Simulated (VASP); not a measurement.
A run of VASP 6.6.1 is set up as follows.

INCAR

```
ALGO = Normal
EDIFF = 1E-7
ENCUT = 520
GGA = CA
ISIF = 2
ISMEAR = -1
LASPH = True
LCHARG = False
LREAL = False
LWAVE = False
NBANDS = 22
NELM = 80
PREC = Accurate
SIGMA = 0.05
```

Contents of KPOINTS:

```
k-points
0
Gamma
  7 7 7
```

File POSCAR:

```
Bi
1.0
    2.2212115015      1.2824170583      3.8576100961
   -2.2212115015      1.2824170583      3.8576100961
    0.0000000000     -2.5648341167      3.8576100961
Bi
2
Direct
    0.7660000000      0.7660000000      0.7660000000
    0.2340000000      0.2340000000      0.2340000000
```

Potentials or basis: VASP PAW LDA potentials, release 64 (Bi_d).

Command:

```sh
$ cat potpaw_LDA.64/Bi_d/POTCAR > POTCAR
$ mpirun -np 1 vasp_std > vasp.out
```

Problem. Predict the band gap on the k mesh.

Solution. 0.30 eV, indirect (least direct gap 0.57 eV).

Problem. What does it give for the pressure?

Solution. 1.8 GPa.

Problem. Estimate the largest force.

Solution. 0.368 eV/Å.

Forces in eV/Å, atoms in the order of the input:
```
Bi   0.000  0.000 -0.368
Bi   0.000  0.000  0.368
```

Caveat: spin-orbit coupling is left out, which moves the levels of the heavy elements. A k mesh can miss the band edges.
